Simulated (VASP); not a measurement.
Input of a VASP 6.6.1 run:

Contents of INCAR:

```
PREC = Accurate
ENCUT = 600
EDIFF = 1E-7
ISMEAR = 0
SIGMA = 0.1
LREAL = False
LASPH = True
NELM = 80
ALGO = Normal
ISIF = 3
LWAVE = False
LCHARG = False
GGA = PS
IBRION = 2
NSW = 70
EDIFFG = -0.008
PSTRESS = 900.0
```

The input KPOINTS:

```
Automatic mesh
0
Gamma
  16 14 10
```

Contents of POSCAR:

```
SiNi
1.0
    2.5522619856      0.0000000000      0.0000000000
    0.0000000000      3.1145486698      0.0000000000
    0.0000000000      0.0000000000      4.3778442266
Si Ni
2 2
Direct
    0.5000000000      0.5000000000      0.8466229456
    0.0000000000      0.0000000000      0.1533770544
    0.5000000000      0.5000000000      0.3482653410
    0.0000000000      0.0000000000      0.6517346590
```

Potentials or basis: VASP PAW PBE potentials, release 64 (Si, Ni).

Command:

```bash
$ cat potpaw_PBE.64/Si/POTCAR potpaw_PBE.64/Ni/POTCAR > POTCAR
$ mpirun -np 1 vasp_std > vasp.out
```

Task: Estimate the space group after relaxing (to 0.1 Å).

Result: Pmmn (No. 59).

Task: Estimate the relaxed volume.

Result: 8.66 Å³/atom.

Task: What does it give for the relaxed cell?

Result: a = 2.511 Å, b = 3.135 Å, c = 4.399 Å, α = 90.00°, β = 90.00°, γ = 90.00°.

Final structure:
```
Si Ni
1.0
     2.51135    0.00000    0.00000
     0.00000    3.13451    0.00000
     0.00000    0.00000    4.39912
Si Ni
2 2
Direct
  0.50000 0.50000 0.84880
  0.00000 0.00000 0.15120
  0.50000 0.50000 0.35074
  0.00000 0.00000 0.64926
```

Caveat: the cell is relaxed towards a set pressure, so the run minimises the enthalpy, not the energy; the PAW data sets were made with another functional, which shifts forces and pressure a little. Spin polarisation is off, so any magnetic state and its effect on volume and gap are missing.
